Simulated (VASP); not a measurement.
Wanted: the native input for a VASP 6.6.1 run.

```yaml
Task: single point
Functional: PBE
Potentials_or_basis: VASP PAW PBE potentials, release 64 (Si, C)
Cutoff: 520 eV
k_mesh: 18 × 18 × 4
Occupations: gaussian, width 0.1 eV
Spin: no spin polarisation
Dipole_correction: no
Further_INCAR_settings: ALGO = Normal; EDIFF = 1e-06; NBANDS = 21
```

The structure of SiC2 lies in POSCAR:

```
SiC2
1.0
    2.5455234191      0.0000000000      0.0000000000
   -1.2727617095      2.2044879469      0.0000000000
    0.0000000000      0.0000000000      8.9997299872
Si C
2 4
Direct
    0.3333333333      0.6666666667      0.7500000000
    0.6666666667      0.3333333333      0.2500000000
    0.3333333333      0.6666666667      0.9764983148
    0.3333333333      0.6666666667      0.5235016852
    0.6666666667      0.3333333333      0.4764983148
    0.6666666667      0.3333333333      0.0235016852
```

These files were run (other wordings do the same):

INCAR

```
SYSTEM = SiC2
ALGO = Normal
EDIFF = 1E-6
ENCUT = 520
GGA = PE
ISIF = 2
ISMEAR = 0
LASPH = .TRUE.
LCHARG = .FALSE.
LREAL = .FALSE.
LWAVE = .FALSE.
NBANDS = 21
NELM = 100
PREC = Accurate
SIGMA = 0.1
```

KPOINTS

```
k-points
0
G
  18 18 4
  0 0 0
```

Potentials or basis: VASP PAW PBE potentials, release 64 (Si, C).

Command:

```sh
$ cat potpaw_PBE.64/Si/POTCAR potpaw_PBE.64/C/POTCAR > POTCAR
$ mpirun -np 1 vasp_std > vasp.out
```

Results of the run:

* Pressure: 0.2 GPa
* Largest force: 0.014 eV/Å
* Band gap on the k mesh: zero (band 12 reaches 14.27 eV, above the bottom of band 13 at 7.69 eV)

Run time: 86 s on 1 thread of Intel(R) Xeon(R) Platinum 8259CL CPU @ 2.50GHz (Skylake/Cascade Lake), with other jobs on the host, peak memory 0.22 GiB.
